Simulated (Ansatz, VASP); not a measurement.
## In in VASP and in Ansatz

```
CELL_PARAMETERS angstrom
3.41153 0.00000 0.00000
-1.70576 2.95447 0.00000
0.00000 0.00000 5.48263
ATOMIC_POSITIONS crystal
In 0.33333 0.66667 0.25000
In 0.66667 0.33333 0.75000
```

Alike in both runs: task single point; functional BLYP; k mesh 12 × 12 × 6; occupations fermi-dirac, width 0.1 eV; no spin polarisation.

|  | VASP | Ansatz |
| --- | --- | --- |
| version | VASP 6.6.1 | Ansatz 0.2.0 |
| potentials or method | VASP PAW PBE potentials, release 64 (In_d), cutoff 520 eV | plane waves (420 eV) with PAW, scalar-relativistic |
| valence electrons in the cell | 26 | 26 |

|  | VASP | Ansatz | Ansatz less VASP |
| --- | --- | --- | --- |
| pressure (GPa) | 3.9 | 3.9 | +0.02 |
| traceless stress, the component that is largest in VASP (GPa) | 0.30 | 0.29 | -0.009 |

VASP's potentials were made for PBE, not for BLYP.
